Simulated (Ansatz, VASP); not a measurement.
## SiSn2Ge3: VASP beside Ansatz

```
CELL_PARAMETERS angstrom
5.58665 0.00000 0.00000
-2.79333 4.83818 0.00000
0.00000 0.00000 5.47837
ATOMIC_POSITIONS crystal
Si 0.00000 0.00000 0.65631
Sn 0.66667 0.33333 0.01198
Sn 0.33333 0.66667 0.01198
Ge 0.50000 0.50000 0.50445
Ge 0.50000 0.00000 0.50445
Ge 0.00000 0.50000 0.50445
```

Change from the starting cell: species swapped into the ErCo3Ge2 type (P6mm, No. 183).

Alike in both runs: functional PBE; k mesh 6 × 6 × 4; occupations gaussian, width 0.1 eV; no spin polarisation.

Ansatz relaxed the structure, and its values are those at the end. VASP's run is a single point on that final structure, the one shown.

```csv
,VASP,Ansatz
version,VASP 6.6.1,Ansatz 0.2.0
potentials or method,"VASP PAW PBE potentials, release 64 (Si, Sn_d, Ge_d), cutoff 520 eV","scalar-relativistic, plane waves, PAW"
valence electrons in the cell,74,74
```

```csv
,VASP,Ansatz,Ansatz less VASP
gap on the k mesh at the Fermi level (eV),none,none,-
pressure (GPa),-0.2,-0.2,+0.02
rms of the force components (eV/Å),0.007,0.008,+0.0007
```

A gap of «none» marks a metal or a gap that the smearing closes. The functional is the same, so the differences come from potentials, cutoffs and numerics.
